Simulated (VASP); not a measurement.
# AlN (F-43m) in VASP: notebook

The runs below take AlN through relaxation of cell and atoms, with PBEsol.

All numbers are computed with VASP 6.6.1; they aren't measurements. Logs are shortened: lines on timing, memory, paths and dates and some standing lists are left out, and cuts for length are marked.

## (1) The cell of the first run

It takes space group F-43m (No. 216, cubic). Conventional cell: a = 4.368 Å, b = 4.368 Å, c = 4.368 Å, α = 90.00°, β = 90.00°, γ = 90.00°. Within 2.5 Å of Al (site symmetry -43m) lie 4 N at 1.89 Å. N (site symmetry -43m) has 4 Al at 1.89 Å within 2.5 Å.

## (2) Relaxation of cell and atoms, PBEsol, target pressure 30 GPa, at which the enthalpy is minimised

INCAR reads:

```
SYSTEM = AlN
PREC = Accurate ; ENCUT = 600
EDIFF = 1E-6 ; ISMEAR = 0
SIGMA = 0.01 ; LREAL = .False.
LASPH = .True. ; NELM = 100
ALGO = Normal ; ISIF = 3
LWAVE = .False. ; LCHARG = .False.
GGA = PS ; IBRION = 2
NSW = 80 ; EDIFFG = -0.05
PSTRESS = 300.0
```

KPOINTS reads:

```
Automatic mesh
0
Gamma
  8 8 8
  0 0 0
```

POSCAR reads:

```
AlN
1.0
    0.0000000000      2.1839940000      2.1839940000
    2.1839940000      0.0000000000      2.1839940000
    2.1839940000      2.1839940000      0.0000000000
Al N
1 1
Direct
    0.0000000000      0.0000000000      0.0000000000
    0.7500000000      0.7500000000      0.7500000000
```

Potentials or basis: VASP PAW PBE potentials, release 64 (Al, N).

Command:

```bash
$ cat potpaw_PBE.64/Al/POTCAR potpaw_PBE.64/N/POTCAR > POTCAR
$ mpirun -np 1 vasp_std > vasp.out
```

OUTCAR:

```text
SYSTEM = AlN
   PREC = Accurate
   ENCUT = 600
   EDIFF = 1E-6
   ISMEAR = 0
   LREAL = .False.
   LASPH = .True.
   NELM = 100
   ISIF = 3
   GGA = PS
   IBRION = 2
   NSW = 80
   EDIFFG = -0.05
   PSTRESS = 300.0

 ion  position               nearest neighbor table
   1  0.000  0.000  0.000-   2 1.89   2 1.89   2 1.89   2 1.89
   2  0.750  0.750  0.750-   1 1.89   1 1.89   1 1.89   1 1.89

  LATTYP: Found a face centered cubic cell.
 ALAT       =     4.3679880000

  Lattice vectors:

 A1 = (   0.0000000000,   2.1839940000,   2.1839940000)
 A2 = (   2.1839940000,   0.0000000000,   2.1839940000)
 A3 = (   2.1839940000,   2.1839940000,   0.0000000000)

Analysis of symmetry for initial positions (statically):
=====================================================================
 Subroutine PRICEL returns:
 Original cell was already a primitive cell.

 Routine SETGRP: Setting up the symmetry group for a
 face centered cubic supercell.

 Subroutine GETGRP returns: Found 24 space group operations
 (whereof 24 operations were pure point group operations)
 out of a pool of 48 trial point group operations.

The static configuration has the point symmetry T_d .

Analysis of symmetry for dynamics (positions and initial velocities):
=====================================================================
 Subroutine PRICEL returns:
 Original cell was already a primitive cell.

 Routine SETGRP: Setting up the symmetry group for a
 face centered cubic supercell.

 Subroutine GETGRP returns: Found 24 space group operations
 (whereof 24 operations were pure point group operations)
 out of a pool of 48 trial point group operations.

The dynamic configuration has the point symmetry T_d .

 Subroutine INISYM returns: Found 24 space group operations
 (whereof 24 operations are pure point group operations),
 and found     1 'primitive' translations

----------------------------------------------------------------------------------------

                                     Primitive cell

  volume of cell :      20.8346

  direct lattice vectors                    reciprocal lattice vectors
     0.000000000  2.183994000  2.183994000    -0.228938358  0.228938358  0.228938358
     2.183994000  0.000000000  2.183994000     0.228938358 -0.228938358  0.228938358
     2.183994000  2.183994000  0.000000000     0.228938358  0.228938358 -0.228938358

  length of vectors
[... 90 lines left out ...]
   POTIM  = 0.5000    time-step for ionic-motion
   TEBEG  =    0.0;   TEEND  =   0.0 temperature during run
   PSTRESS=  300.0 pullay stress
   NELECT =       8.0000    total number of electrons
   NUPDOWN=      -1.0000    fix difference up-down
   EMIN   =  10.00;   EMAX   =-10.00  energy-range for DOS
   EFERMI =   0.00;   METHOD = LEGACY
   ISMEAR =     0;   SIGMA  =   0.01  broadening in eV -4-tet -1-fermi 0-gaus
   EFERMI_NEDOS =   21; number of points for ismear=-14 and -15
   IALGO  =     38    algorithm
   IMIX   =      4    mixing-type and parameters
     AMIX     =   0.40;   BMIX     =  1.00
     AMIX_MAG =   1.60;   BMIX_MAG =  1.00
  volume/ion in A,a.u.               =      10.42        70.30
  Fermi-wavevector in a.u.,A,eV,Ry     =   1.189899  2.248583 19.263936  1.415859
  Thomas-Fermi vector in A             =   2.325996
   LORBIT       =      0    0 simple, 1 ext, 2 COOP (PROOUT), +10 PAW based schemes
   GGA     = PS    functional components
   LHFCALC =     F    Hartree Fock is set to
   AEXX    =    0.0000 exact exchange contribution
   IVDW    =     0    specifies the selected vdW correction
   LEPSILON=     F    determine dielectric tensor
   LRPA    =     F    only Hartree local field effects (RPA)
 conjugate gradient relaxation of ions
 non-spin polarized calculation
 Gauss-broadening in eV      SIGMA  =   0.01
  energy-cutoff  :      600.00
  volume of cell :       20.83
 maximum number of plane-waves:       725
 NGX is ok and might be reduce to    28
   NGX = 13   NGY = 13   NGZ = 13

--------------------------------------- Ionic step        1  -------------------------------------------

 number of electron       7.9999999 magnetization

 Free energy of the ion-electron system (eV)
  ---------------------------------------------------
  ext. energy  EPLUGINS =         0.00000000
  ---------------------------------------------------
  free energy    TOTEN  =       -15.61224183 eV

  energy without entropy =      -15.61224183  energy(sigma->0) =      -15.61224183

------------------------ aborting loop because EDIFF is reached ----------------------------------------

  FORCE on cell =-STRESS in cart. coord.  units (eV):
  Direction    XX          YY          ZZ          XY          YZ          ZX
  --------------------------------------------------------------------------------------
  -------------------------------------------------------------------------------------
  Total        0.1568189      0.1568189      0.1568189      0.0000000      0.0000000      0.0000000
  in kB       12.0593694     12.0593694     12.0593694      0.0000000      0.0000000      0.0000000
  external PRESSURE =    -287.9406306 kB  Pullay stress =     300.0000000 kB
[... 101 lines left out ...]
--------------------------------------- Ionic step        4  -------------------------------------------

 number of electron       8.0000000 magnetization

 Free energy of the ion-electron system (eV)
  ---------------------------------------------------
  ext. energy  EPLUGINS =         0.00000000
  ---------------------------------------------------
  free energy    TOTEN  =       -15.41747829 eV

  energy without entropy =      -15.41747829  energy(sigma->0) =      -15.41747829

 E-fermi :   7.0195     XC(G=0): -11.6254

 val. band max:        6.9769610409   @ k =   0.0000   0.0000   0.0000
 cond. band min:      10.2074400672   @ k =   0.5000   0.5000   0.0000
 fundamental gap:      3.2304790263
 Fermi energy:         7.0195051472

 k-point     1 :       0.0000    0.0000    0.0000
  band No.  band energies     occupation
      1      -8.6579      2.00000
      2       6.9770      2.00000
      3       6.9770      2.00000
      4       6.9770      2.00000
      5      12.1285      0.00000
      6      20.5771      0.00000
      7      20.5771      0.00000
      8      20.5771      0.00000
[... 243 lines left out ...]
 k-point    24 :      -0.3750    0.2500    0.1250
  band No.  band energies     occupation
      1      -5.8411      2.00000
      2       1.3624      2.00000
      3       4.5987      2.00000
      4       5.7802      2.00000
      5      14.3254      0.00000
      6      17.1156      0.00000
      7      20.0766      0.00000
      8      20.7183      0.00000

 [... further k-points ...]
[... 5 lines left out ...]
  --------------------------------------------------------------------------------------
  -------------------------------------------------------------------------------------
  Total        3.4614341      3.4614341      3.4614341      0.0000000      0.0000000     -0.0000000
  in kB      297.4920118    297.4920118    297.4920118      0.0000000      0.0000000     -0.0000000
  external PRESSURE =      -2.5079882 kB  Pullay stress =     300.0000000 kB
[... 21 lines left out ...]
  energy  without entropy=      -15.4174782864  energy(sigma->0) =      -15.41747829

  enthalpy is  TOTEN    =       -11.9268628254 eV   P V=        3.4906154610

 reached required accuracy - stopping structural energy minimisation
```

It took 48 s on 1 thread of AMD EPYC 7R13, shared host; peak memory 0.13 GiB.

What came out:

```
Free energy                                            : -15.4175 eV
Relaxed volume                                         : 9.32 Å³/atom
Relaxed cell                                           : a = 2.976 Å, b = 2.976 Å, c = 2.976 Å, α = 60.00°, β = 60.00°, γ = 60.00°
Space group after relaxing (to 0.05 Å)                 : F-43m (No. 216)
Energy change on relaxing (the enthalpy is what falls) : +97.4 meV/atom
Ionic steps                                            : 4
Pressure after relaxing                                : 29.7 GPa
Band gap on the k mesh                                 : 3.23 eV, indirect (least direct gap 5.13 eV)
```

The path:
| step | energy change (eV) | largest force (eV/Å) | pressure (GPa) | volume (Å³) |
| --- | --- | --- | --- | --- |
| 1 | 0.0000 | 0.0000 | 1.21 | 20.83 |
| 2 | 1.3360 | 0.0000 | 102.84 | 15.68 |
| 3 | 0.1791 | 0.0000 | 28.32 | 18.73 |
| 4 | 0.1948 | 0.0000 | 29.75 | 18.64 |

Final structure:
```
Al N
1.0
     0.00000    2.10452    2.10452
     2.10452    0.00000    2.10452
     2.10452    2.10452    0.00000
Al N
1 1
Direct
  0.00000 0.00000 0.00000
  0.75000 0.75000 0.75000
```

Caveat: the cell is relaxed towards a set pressure, so the enthalpy falls and the energy may rise; the PAW data sets were made with another functional, which shifts forces and pressure a little. A k mesh can miss the band edges.

## (3) Relaxation of cell and atoms, PBEsol, target pressure 40 GPa, at which the enthalpy is minimised

INCAR reads:

```
SYSTEM = AlN
PREC     = Accurate       ! precision mode
ENCUT    = 600            ! plane-wave cutoff, eV
EDIFF    = 1E-7           ! SCF threshold, eV
ISMEAR   = 0              ! smearing method
SIGMA    = 0.01           ! smearing width, eV
LREAL    = .FALSE.        ! projectors in reciprocal space
LASPH    = .TRUE.         ! aspherical terms in the spheres
NELM     = 100            ! most SCF steps
ALGO     = Normal         ! electronic algorithm
ISIF     = 3              ! what is computed and relaxed
LWAVE    = .FALSE.        ! write WAVECAR
LCHARG   = .FALSE.        ! write CHGCAR
GGA      = PS             ! functional
IBRION   = 2              ! ionic algorithm
NSW      = 80             ! ionic steps
EDIFFG   = -0.05          ! ionic threshold
PSTRESS  = 400.0
```

KPOINTS reads:

```
regular mesh
0
G
  8 8 8
  0 0 0
```

POSCAR is that of step 2.

Potentials or basis: VASP PAW PBE potentials, release 64 (Al, N).

Command:

```bash
$ cat potpaw_PBE.64/Al/POTCAR potpaw_PBE.64/N/POTCAR > POTCAR
$ mpirun -np 1 vasp_std > vasp.out
```

It took 54 s on 1 thread of AMD EPYC 7R13, shared host; peak memory 0.13 GiB.

The run converged. Its results:

| Property | Result |
| --- | --- |
| Free energy | -15.3033 eV |
| Relaxed volume | 9.06 Å³/atom |
| Relaxed cell | a = 2.948 Å, b = 2.948 Å, c = 2.948 Å, α = 60.00°, β = 60.00°, γ = 60.00° |
| Space group after relaxing (to 0.05 Å) | F-43m (No. 216) |
| Energy change on relaxing (the enthalpy is what falls) | +154.5 meV/atom |
| Ionic steps | 4 |
| Pressure after relaxing | 39.3 GPa |
| Band gap on the k mesh | 3.24 eV, indirect (least direct gap 5.17 eV) |

Step by step:
```csv
step,energy change (eV),largest force (eV/Å),pressure (GPa),volume (Å³)
1,0.0000,0.0000,1.21,20.83
2,2.6524,0.0000,171.20,14.12
3,0.2713,0.0000,36.27,18.27
4,0.3089,0.0000,39.26,18.11
```

Final structure:
```
Al N
1.0
     0.00000    2.08432    2.08432
     2.08432    0.00000    2.08432
     2.08432    2.08432    0.00000
Al N
1 1
Direct
  0.00000 0.00000 0.00000
  0.75000 0.75000 0.75000
```

Levels at points of the mesh, in eV from the valence-band top:
```csv
k point,band 1,band 2,band 3,band 4,band 5,band 6,band 7,band 8
"(0.00, 0.00, 0.00)",-15.82,0.00,0.00,0.00,5.43,13.91,13.91,13.91
"(0.50, 0.00, 0.00)",-13.28,-6.54,-0.49,-0.49,8.59,10.74,11.93,11.93
"(0.50, 0.50, 0.00)",-12.50,-5.41,-1.93,-1.93,3.24,9.33,15.93,17.42
```

Caveat: the cell is relaxed towards a set pressure, so the enthalpy falls and the energy may rise; the PAW data sets were made with another functional, which shifts forces and pressure a little. As with any semilocal functional, this PBEsol gap is likely too small.
